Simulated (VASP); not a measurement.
Set up this calculation in VASP 6.6.1, as the native input.

| Property | Result |
| --- | --- |
| Task | single point |
| Functional | PBEsol |
| Potentials or basis | VASP PAW PBE potentials, release 64 (Sn_d, Se) |
| Cutoff | 500 eV |
| k mesh | 8 × 8 × 8 |
| Occupations | gaussian, width 0.01 eV |
| Spin | no spin polarisation |
| Dipole correction | no |
| Further INCAR settings | ALGO = Normal; EDIFF = 1e-06; NBANDS = 17 |

The structure of SnSe lies in POSCAR:

```
SnSe
1.0
    0.0000000000      2.8751963372      2.8751963372
    2.8751963372      0.0000000000      2.8751963372
    2.8751963372      2.8751963372      0.0000000000
Sn Se
1 1
Direct
    0.0000000000      0.0000000000      0.0000000000
    0.5000000000      0.5000000000      0.5000000000
```

These files were run (other wordings do the same):

INCAR

```
SYSTEM = SnSe
PREC = Accurate
ENCUT = 500
EDIFF = 1E-6
ISMEAR = 0
SIGMA = 0.01
LREAL = .False.
LASPH = .True.
NELM = 120
ALGO = Normal
ISIF = 2
LWAVE = .False.
LCHARG = .False.
GGA = PS
NBANDS = 17
GGA_COMPAT = .False.
```

KPOINTS

```
Automatic mesh
0
Gamma
  8 8 8
  0 0 0
```

Potentials or basis: VASP PAW PBE potentials, release 64 (Sn_d, Se).

Run with:

```console
$ cat potpaw_PBE.64/Sn_d/POTCAR potpaw_PBE.64/Se/POTCAR > POTCAR
$ mpirun -np 1 vasp_std > vasp.out
```

It gave:

```json
{
  "Pressure": "7.0 GPa",
  "Band gap on the k mesh": "0.64 eV, indirect (least direct gap 0.81 eV)"
}
```

Caveat: the PAW data sets were made with another functional, which shifts forces and pressure a little; spin-orbit coupling is left out, which moves the levels of the heavy elements.

Run time: 11 s on 1 thread of Intel(R) Xeon(R) 6975P-C (Granite Rapids), on a shared host, peak memory 0.17 GiB.
